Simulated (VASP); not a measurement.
The system is Fe.

```
Fe
1.0
    -2.91000    2.91000    2.91000
     1.45500   -1.45500    1.45500
     1.45500    1.45500   -1.45500
Fe
2
Direct
  0.00000 0.00000 0.00000
  0.50000 0.00000 0.00000
```

Base run:

| Property | Result |
| --- | --- |
| Program | VASP 6.6.1 |
| Functional | r2SCAN |
| Potentials or basis | VASP PAW PBE potentials, release 64 (Fe) |
| Cutoff | 520 eV |
| k mesh | 7 × 14 × 14 |
| Occupations | fermi-dirac, width 0.1 eV |
| Spin | no spin polarisation |

Its results: band gap on the k mesh zero (bands 8 and 9 overlap by 1.49 eV); pressure -35.7 GPa.

Problem. The run is repeated on the same cell with these changes: spin from no spin polarisation to collinear spin, antiferromagnetic start; further incar settings from ALGO = Normal; EDIFF = 1e-06; NBANDS = 15 to ALGO = Normal; EDIFF = 1e-06; NBANDS = 19. What comes out?

Solution. Band gap on the k mesh zero (filled and empty bands overlap); pressure -7.6 GPa; net moment 0.00 μB per cell; site moments Fe +2.71, -2.71 μB.

Caveats: the cell stands under tension; the PAW data sets were made with another functional, which shifts forces and pressure a little; the antiferromagnetic order is the one typed at the start, and another may lie lower (at least some runs).
